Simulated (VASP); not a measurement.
Input of a VASP 6.6.1 run:

Contents of INCAR:

```
PREC     = Accurate       # precision mode
ENCUT    = 500            # plane-wave cutoff, eV
EDIFF    = 1E-7           # SCF threshold, eV
ISMEAR   = 0              # smearing method
SIGMA    = 0.02           # smearing width, eV
LREAL    = F              # projectors in reciprocal space
LASPH    = T              # aspherical terms in the spheres
NELM     = 120            # most SCF steps
ALGO     = Normal         # electronic algorithm
ISIF     = 3              # what is computed and relaxed
LWAVE    = F              # write WAVECAR
LCHARG   = F              # write CHGCAR
GGA      = CA             # functional
IBRION   = 2              # ionic algorithm
NSW      = 100            # ionic steps
EDIFFG   = -0.002         # ionic threshold
GGA_COMPAT= F            
NELMIN   = 4
```

File KPOINTS:

```
regular mesh
0
Gamma
  10 10 10
```

Contents of POSCAR:

```
BP
1.0
    0.0000000000      2.2660723800      2.2660723800
    2.2660723800      0.0000000000      2.2660723800
    2.2660723800      2.2660723800      0.0000000000
B P
1 1
Direct
    0.0000000000      0.0000000000      0.0000000000
    0.7500000000      0.7500000000      0.7500000000
```

Potentials or basis: VASP PAW LDA potentials, release 64 (B, P).

The run is started by

```console
$ cat potpaw_LDA.64/B/POTCAR potpaw_LDA.64/P/POTCAR > POTCAR
$ mpirun -np 1 vasp_std > vasp.out
```

Q: Predict the band gap on the k mesh.

A: 1.15 eV, indirect (least direct gap 3.43 eV).

Q: Estimate the space group after relaxing (to 0.05 Å).

A: F-43m (No. 216).

Q: Estimate the relaxed volume.

A: 11.31 Å³/atom.

Final structure:
```
B P
1.0
     0.00000    2.24483    2.24483
     2.24483    0.00000    2.24483
     2.24483    2.24483    0.00000
B P
1 1
Direct
  0.00000 0.00000 0.00000
  0.75000 0.75000 0.75000
```

A k mesh can miss the band edges. Expect the measured gap to be larger: semilocal functionals such as LDA lack the derivative discontinuity.
